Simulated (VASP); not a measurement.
NaCl: single point with PBE

Crystal: NaCl.

```
Na Cl
1.0
     4.83344    0.00000    0.00000
    -2.41672    4.08857    0.00000
     0.00000    0.00000    5.56949
Na Cl
2 2
Direct
  0.33228 0.66456 0.93750
  0.66772 0.33544 0.43750
  0.33080 0.66160 0.43750
  0.66920 0.33840 0.93750
```

This cell differs from its parent crystal: uniaxial x strain +2.4%.

```json
{
  "Program": "VASP 6.6.1",
  "Task": "single point",
  "Functional": "PBE",
  "Potentials or basis": "VASP PAW PBE potentials, release 64 (Na_pv, Cl)",
  "Cutoff": "520 eV",
  "k mesh": "6 × 6 × 6",
  "Occupations": "fermi-dirac, width 0.02 eV",
  "Spin": "no spin polarisation"
}
```

* Pressure: 0.4 GPa
* Largest force: 0.004 eV/Å
* Band gap on the k mesh: 4.79 eV

Forces on the atoms (eV/Å):
```
Na   0.000 -0.004  0.000
Na   0.000  0.004  0.000
Cl   0.000 -0.002  0.000
Cl   0.000  0.002  0.000
```

Stress tensor (GPa, compression positive):
```
0.12 0.00 0.00
0.00 0.22 0.00
0.00 0.00 0.71
```

Levels at points of the mesh, in eV from the valence-band top:
| k point | band 11 | band 12 | band 13 | band 14 | band 15 | band 16 | band 17 | band 18 |
| --- | --- | --- | --- | --- | --- | --- | --- | --- |
| (0.00, 0.00, 0.00) | -0.73 | -0.29 | -0.29 | 0.00 | 4.79 | 7.62 | 9.59 | 9.86 |
| (0.50, 0.00, 0.00) | -0.94 | -0.74 | -0.50 | -0.19 | 7.24 | 7.50 | 8.78 | 8.89 |
| (0.00, 0.50, 0.00) | -0.94 | -0.71 | -0.48 | -0.21 | 7.25 | 7.50 | 8.79 | 8.81 |
| (0.00, 0.00, 0.50) | -0.54 | -0.54 | -0.51 | -0.51 | 6.58 | 6.58 | 9.55 | 9.55 |
| (0.50, 0.00, 0.50) | -0.60 | -0.60 | -0.23 | -0.23 | 7.32 | 7.32 | 9.71 | 9.71 |
| (0.00, 0.50, 0.50) | -0.64 | -0.64 | -0.25 | -0.25 | 7.35 | 7.35 | 9.79 | 9.79 |

It took 3.2 min on 1 thread of Intel Xeon 8259CL (shared host), peak memory 0.24 GiB.

Caveat: the cell differs from its parent crystal (uniaxial x strain +2.4%); the structure was generated, so it needn't be the stable form of NaCl. A k mesh can miss the band edges.
